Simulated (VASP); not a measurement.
The system is Mg2BeSeO2.

```
Mg Be Se O
1.0
     3.49557    0.00000    0.00000
     0.00000    3.87846    0.00000
     0.00000    0.00000    6.67430
Mg Be Se O
2 1 1 2
Cartesian
  0.0000 0.0000 4.9861
  0.0000 0.0000 1.6882
  1.7478 1.9392 0.0000
  1.7478 1.9392 3.3372
  1.7478 0.0000 3.3372
  0.0000 1.9392 0.0000
```

```yaml
Program: VASP 6.6.1
Task: relaxation of cell and atoms
Functional: PBE
Potentials_or_basis: VASP PAW PBE potentials, release 64 (Mg, Be, Se, O)
Cutoff: 600 eV
k_mesh: 10 × 10 × 6
Occupations: gaussian, width 0.1 eV
Spin: no spin polarisation
```

At the start: pressure -3.2 GPa; volume 15.08 Å³/atom.

Task: How do energy, volume and symmetry change on relaxing?

Result: Over 19 steps the energy falls by 476.2 meV/atom and the volume is 15.06 Å³/atom (-0.2 %); space group Pmmm (No. 47, to 0.05 Å).

Step by step:
```csv
step,energy change (eV),largest force (eV/Å),pressure (GPa),volume (Å³)
1,0.0000,0.3268,-3.20,90.49
2,-1.3022,0.0158,-1.41,86.08
3,0.8923,0.3858,48.42,69.01
4,-1.9467,0.0839,3.28,82.20
5,-1.8613,0.0569,19.44,75.36
6,-2.1706,0.1866,8.86,79.15
7,-2.1117,0.1104,14.00,77.11
8,-2.6039,0.8127,7.03,83.16
9,-2.6136,0.9352,5.90,84.43
10,-2.8070,0.6565,-0.59,88.56
11,-2.8071,0.6654,-0.42,88.43
12,-2.8373,0.3331,0.20,88.50
13,-2.8492,0.0346,1.00,88.58
14,-2.8556,0.0057,0.29,89.66
15,-2.8567,0.0348,-0.18,90.41
16,-2.8568,0.0326,-0.15,90.36
17,-2.8569,0.0072,0.08,90.30
18,-2.8570,0.0134,0.03,90.31
19,-2.8570,0.0018,0.02,90.33
```

Final structure:
```yaml
crystal:
  lattice:
    - [2.93009, 0.00000, 0.00000]
    - [0.00000, 5.23919, 0.00000]
    - [0.00000, 0.00000, 5.88451]
  atoms:
    - { symbol: Mg, position: [0.00000, 0.00000, 0.73835] }
    - { symbol: Mg, position: [0.00000, 0.00000, 0.26165] }
    - { symbol: Be, position: [0.50000, 0.50000, 0.00000] }
    - { symbol: Se, position: [0.50000, 0.50000, 0.50000] }
    - { symbol: O, position: [0.50000, 0.00000, 0.50000] }
    - { symbol: O, position: [0.00000, 0.50000, 0.00000] }
```
